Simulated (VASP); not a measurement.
Fe: single point with LDA

Crystal: Fe.

```xyz
1
Lattice="-1.3746 1.3746 1.3746 1.3746 -1.3746 1.3746 1.3746 1.3746 -1.3746" Properties=species:S:1:pos:R:3 pbc="T T T"
Fe    0.0000    0.0000    0.0000
```

```
Program             : VASP 6.6.1
Task                : single point
Functional          : LDA
Potentials or basis : VASP PAW LDA potentials, release 64 (Fe)
Cutoff              : 520 eV
k mesh              : 16 × 16 × 16
Occupations         : methfessel-paxton, width 0.03 eV
Spin                : collinear spin, ferromagnetic start
Starting moments    : [1.988] μB
```

| Property | Result |
| --- | --- |
| Pressure | -1.0 GPa |
| Net moment | 1.94 μB per cell |
| Site moments | Fe +1.91 μB |
| Valence electrons inside the program's atomic spheres | Fe 7.48 |

Levels at points of the mesh, in eV from the Fermi level:
Spin up:
| k point | band 3 | band 4 | band 5 | band 6 | band 7 | band 8 |
| --- | --- | --- | --- | --- | --- | --- |
| (0.00, 0.00, 0.00) | -2.53 | -2.53 | -0.99 | -0.99 | 25.65 | 25.65 |
| (0.50, 0.00, 0.00) | -0.95 | -0.75 | 0.32 | 0.60 | 8.13 | 18.92 |
| (0.50, 0.50, 0.50) | 0.28 | 0.28 | 0.28 | 10.36 | 10.36 | 10.36 |
Spin down:
```
           k point  band 1  band 2  band 3  band 4  band 5  band 6  band 7  band 8
(0.00, 0.00, 0.00)   -8.76   -0.97   -0.97   -0.97    1.11    1.11   25.83   25.83
(0.50, 0.00, 0.00)   -4.40   -2.39    0.70    1.02    1.40    2.41    9.34   19.23
(0.50, 0.50, 0.50)   -3.98   -3.98    2.07    2.07    2.07   10.82   10.82   10.82
```

Run time: 34 s on 1 thread of Intel(R) Xeon(R) Platinum 8259CL CPU @ 2.50GHz (Skylake/Cascade Lake) (shared host), peak memory 0.14 GiB.
